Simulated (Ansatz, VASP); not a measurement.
## One calculation of Na, two programs

INCAR

```
PREC = Accurate
ENCUT = 520
EDIFF = 1E-6
ISMEAR = -1
SIGMA = 0.1
LREAL = False
LASPH = True
NELM = 100
ALGO = Normal
ISIF = 2
LWAVE = False
LCHARG = False
GGA = B5
ALDAX = 1.0
AGGAX = 1.0
AGGAC = 1.0
ALDAC = 0.0
NBANDS = 10
```

File KPOINTS:

```
regular mesh
0
Gamma
  10 10 10
```

Contents of POSCAR:

```
Na
1.0
    3.5963147649      0.0000000000      0.0000000000
    0.0000000000      3.5963147649      0.0000000000
    0.0000000000      0.0000000000      3.5963147649
Na
1
Direct
    0.0000000000      0.0000000000      0.0000000000
```

Input for Ansatz:

```yaml
crystal:
  lattice:
    - [3.5963147649, 0.0, 0.0]
    - [0.0, 3.5963147649, 0.0]
    - [0.0, 0.0, 3.5963147649]
  atoms:
    - { symbol: Na, position: [0.0, 0.0, 0.0] }
hamiltonian:
  xc: blyp
  pseudopotentials:
    kind: paw
    azcp:
      Na: "pseudopotentials/Na.paw.azcp"
basis:
  ecutwfc: 420
  fft_grid_basis: typed
kpoints:
  mp_grid: { grid: [10, 10, 10], shift: [0, 0, 0] }
magnetization:
  spin_polarized: false
scf:
  occupations: { method: fermi_dirac, width: 0.1 }
  lower_state_search: "off"
output:
  stress: true
```

Alike in both runs: task single point; functional BLYP; k mesh 10 × 10 × 10; occupations fermi-dirac, width 0.1 eV; no spin polarisation.

```csv
,VASP,Ansatz
version,VASP 6.6.1,Ansatz 0.2.0
potentials or method,"VASP PAW PBE potentials, release 64 (Na_pv), cutoff 520 eV","plane waves (420 eV) with PAW, scalar-relativistic"
valence electrons in the cell,7,9
```

```csv
,VASP,Ansatz,Ansatz less VASP
pressure (GPa),-0.5,-0.4,+0.01
```

VASP's potentials were made for PBE, not for BLYP. VASP's potentials hold 7 valence electrons a cell and Ansatz's 9, so a difference there can come from the potentials and not from the codes.
